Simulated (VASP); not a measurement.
C: single point with PBE+D3(BJ)

C:

```
C
1.0
    -2.46466    0.00000    0.00000
     0.00000    0.00000   -3.57197
     0.00000   -4.26892    0.00000
C
4
Cartesian
  -1.2323 -0.7835 0.0000
  0.0000 -2.8939 0.0000
  0.0000 -1.3510 0.0000
  -1.2323 -3.5094 0.0000
```

This cell differs from its parent crystal: atoms displaced along a vibrational mode.

| Item | Value |
| --- | --- |
| Program | VASP 6.6.1 |
| Task | single point |
| Functional | PBE |
| Dispersion | D3(BJ) |
| Potentials or basis | VASP PAW PBE potentials, release 64 (C) |
| Cutoff | 520 eV |
| k mesh | 18 × 12 × 10 |
| Occupations | gaussian, width 0.15 eV |
| Spin | no spin polarisation |
| Dipole correction | no |
| Further INCAR settings | ALGO = Normal; EDIFF = 1e-07; NBANDS = 16 |

- Pressure: 5.8 GPa
- Largest force: 6.434 eV/Å
- Band gap on the k mesh: zero (bands 8 and 9 overlap by 0.52 eV)
- Dispersion energy per atom: -0.145 eV

Forces in eV/Å, atoms in the order of the input:
```
C    0.000  6.434  0.000
C    0.000  4.543  0.000
C    0.000 -6.434  0.000
C    0.000 -4.543  0.000
```

Stress tensor (GPa, compression positive):
```
19.76  0.00  0.00
 0.00 -2.33  0.00
 0.00  0.00 -0.18
```

Levels at points of the mesh, in eV from the Fermi level:
```csv
k point,band 5,band 6,band 7,band 8,band 9,band 10,band 11,band 12
"(0.00, 0.00, 0.00)",-6.83,-4.66,-2.60,-1.02,3.93,3.95,6.04,7.07
"(0.50, 0.00, 0.00)",-7.95,-7.95,-1.78,-1.78,2.64,2.64,9.30,9.30
"(0.00, 0.50, 0.00)",-7.25,-4.64,-3.50,-0.99,2.42,6.09,7.31,9.21
"(0.50, 0.50, 0.00)",-7.87,-7.87,-2.95,-2.95,1.87,1.87,11.04,11.04
"(0.00, 0.00, 0.50)",-6.36,-5.84,-5.38,-5.16,5.71,5.73,7.33,7.56
"(0.50, 0.00, 0.50)",-5.75,-5.75,-1.38,-1.38,1.75,1.75,6.97,6.97
"(0.00, 0.50, 0.50)",-6.47,-6.41,-6.29,-5.82,7.29,7.37,7.63,7.63
"(0.50, 0.50, 0.50)",-5.71,-5.71,-2.41,-2.41,0.55,0.55,7.19,7.19
```

Run time: 93 s on 1 thread of AMD EPYC 9R45 96-Core Processor (Zen 5), with other jobs on the host, peak memory 0.26 GiB.

Caveat: the cell differs from its parent crystal (atoms displaced along a vibrational mode); the cell stands under pressure; forces of over 1 eV/Å act on the atoms, so gaps and moduli don't describe the material at rest.
